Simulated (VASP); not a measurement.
Al5Os3:

```
CELL_PARAMETERS angstrom
0.00000 3.96375 3.96375
3.96375 0.00000 3.96375
3.96375 3.96375 0.00000
ATOMIC_POSITIONS crystal
Os 0.00000 0.00000 0.00000
Os 0.00000 0.50000 0.00000
Os 0.50000 0.00000 0.00000
Al 0.00000 0.00000 0.50000
Al 0.00000 0.50000 0.50000
Al 0.50000 0.00000 0.50000
Al 0.50000 0.50000 0.00000
Al 0.50000 0.50000 0.50000
```

```yaml
Program: VASP 6.6.1
Task: relaxation of cell and atoms
Functional: LDA
Potentials_or_basis: VASP PAW LDA potentials, release 64 (Os, Al)
Cutoff: 600 eV
k_mesh: 4 × 4 × 4
Occupations: methfessel-paxton, width 0.05 eV
Spin: no spin polarisation
```

At the start: pressure -18.3 GPa; volume 15.57 Å³/atom.

Where does the relaxation end?

Over 10 steps the energy falls by 142.5 meV/atom and the volume is 13.94 Å³/atom (-10.5 %); space group R-3m (No. 166, to 0.1 Å) before and after.

The path:
```tsv
step	energy change (eV)	largest force (eV/Å)	pressure (GPa)	volume (Å³)
1	0.0000	0.0000	-18.28	124.55
2	1.0009	0.0000	47.52	95.09
3	-0.9592	0.0000	0.57	111.13
4	-0.9608	0.0000	1.35	110.73
5	-1.1206	0.0000	1.13	110.81
6	-1.1361	0.0000	1.32	110.80
7	-1.1369	0.0000	1.39	110.79
8	-1.1369	0.0000	1.41	110.79
9	-1.1318	0.0000	-2.21	112.72
10	-1.1401	0.0000	-0.01	111.52
```

Final structure:
```cif
data_structure
_symmetry_space_group_name_H-M 'P 1'
_symmetry_Int_Tables_number 1
_cell_length_a 5.5735
_cell_length_b 5.5735
_cell_length_c 5.2479
_cell_angle_alpha 57.925
_cell_angle_beta 57.925
_cell_angle_gamma 60.000
_cell_volume 111.52
loop_
_atom_site_label
_atom_site_type_symbol
_atom_site_fract_x
_atom_site_fract_y
_atom_site_fract_z
_atom_site_occupancy
Os1 Os 0.00000 0.00000 0.00000 1
Os2 Os 0.00000 0.50000 0.00000 1
Os3 Os 0.50000 0.00000 0.00000 1
Al1 Al 0.00000 0.00000 0.50000 1
Al2 Al 0.00000 0.50000 0.50000 1
Al3 Al 0.50000 0.00000 0.50000 1
Al4 Al 0.50000 0.50000 0.00000 1
Al5 Al 0.50000 0.50000 0.50000 1
```
